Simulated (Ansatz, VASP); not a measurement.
**Two plane-wave programs on CrN2**

```xyz
3
Lattice="-1.3396 1.3396 4.8448 1.3396 -1.3396 4.8448 1.3396 1.3396 -4.8448" Properties=species:S:1:pos:R:3 pbc="T T T"
Cr    0.0000    0.0000    0.0000
N     0.0000    0.0000    5.5925
N     0.0000    0.0000    4.0971
```

Alike in both runs: functional PBE; k mesh 8 × 8 × 8; occupations gaussian, width 0.1 eV; no spin polarisation.

Ansatz relaxed the structure, and its values are those at the end. VASP's run is a single point on that final structure, the one shown.

```csv
,VASP,Ansatz
version,VASP 6.6.1,Ansatz 0.2.0
potentials or method,"VASP PAW PBE potentials, release 64 (Cr_sv, N), cutoff 700 eV","scalar-relativistic, plane waves, PAW"
valence electrons in the cell,24,24
```

Ansatz gave:

| Item | Value |
| --- | --- |
| gap on the k mesh at the Fermi level (eV) | none |
| pressure (GPa) | 0.2 |
| rms of the force components (eV/Å) | 0.011 |

**Question.** Estimate VASP's values.

**Answer.** gap on the k mesh at the Fermi level (eV): none; pressure (GPa): 0.1; rms of the force components (eV/Å): 0.059.

A gap of «none» marks a metal or a gap that the smearing closes. The functional is the same, so the differences come from potentials, cutoffs and numerics.

The k mesh is coarse, so the values compare programs but aren't converged.
